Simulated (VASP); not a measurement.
Wanted: the native input for a VASP 6.6.1 run.

* Task: single point
* Functional: r2SCAN
* Potentials or basis: VASP PAW PBE potentials, release 64 (Os, Bi_d)
* Cutoff: 520 eV
* k mesh: 10 × 10 × 10
* Occupations: gaussian, width 0.05 eV
* Spin: no spin polarisation
* Dipole correction: no
* Further INCAR settings: ALGO = Normal; EDIFF = 1e-07; NBANDS = 18

BiOs:

```
CELL_PARAMETERS angstrom
0.00000 2.77117 2.77117
2.77117 0.00000 2.77117
2.77117 2.77117 0.00000
ATOMIC_POSITIONS crystal
Os 0.50000 0.50000 0.50000
Bi 0.01443 0.98557 0.01443
```

This cell differs from its parent crystal: atom 2 (Bi) moved 0.08 Å along y.

These files were run (other wordings do the same):

POSCAR

```
BiOs
1.0
    0.0000000000      2.7711725952      2.7711725952
    2.7711725952      0.0000000000      2.7711725952
    2.7711725952      2.7711725952      0.0000000000
Os Bi
1 1
Direct
    0.5000000000      0.5000000000      0.5000000000
    0.0144343229     -0.0144343229      0.0144343229
```

INCAR.step1

```
PREC = Accurate ; ENCUT = 520
ISMEAR = 0 ; SIGMA = 0.05
LREAL = F ; LASPH = T
NELM = 100 ; NBANDS = 18
GGA = PE ; ALGO = Normal
EDIFF = 1E-4 ; LWAVE = T
LCHARG = F
```

INCAR.step2

```
PREC = Accurate ; ENCUT = 520
EDIFF = 1E-7 ; ISMEAR = 0
SIGMA = 0.05 ; LREAL = F
LASPH = T ; NELM = 100
ALGO = Normal ; ISIF = 2
LWAVE = F ; LCHARG = F
METAGGA = R2SCAN ; LMIXTAU = T
NBANDS = 18 ; ISTART = 1
```

KPOINTS

```
Automatic mesh
0
Gamma
  10 10 10
```

Potentials or basis: VASP PAW PBE potentials, release 64 (Os, Bi_d).

Command:

```console
$ cat potpaw_PBE.64/Os/POTCAR potpaw_PBE.64/Bi_d/POTCAR > POTCAR
$ cp INCAR.step1 INCAR
$ mpirun -np 1 vasp_std > vasp.out
$ cp INCAR.step2 INCAR
$ mpirun -np 1 vasp_std > vasp.out
```

It gave:

```yaml
Pressure: 1.0 GPa
Largest_force: 0.370 eV/Å
Band_gap_on_the_k_mesh: zero (an odd number of electrons rules out a gap without spin polarisation)
```

Caveat: the cell differs from its parent crystal (atom 2 (Bi) moved 0.08 Å along y); the PAW data sets were made with another functional, which shifts forces and pressure a little; spin-orbit coupling is left out, which moves the levels of the heavy elements.

It took 2.5 min on 1 thread of Intel(R) Xeon(R) 6975P-C (Granite Rapids) (shared host), peak memory 0.23 GiB.
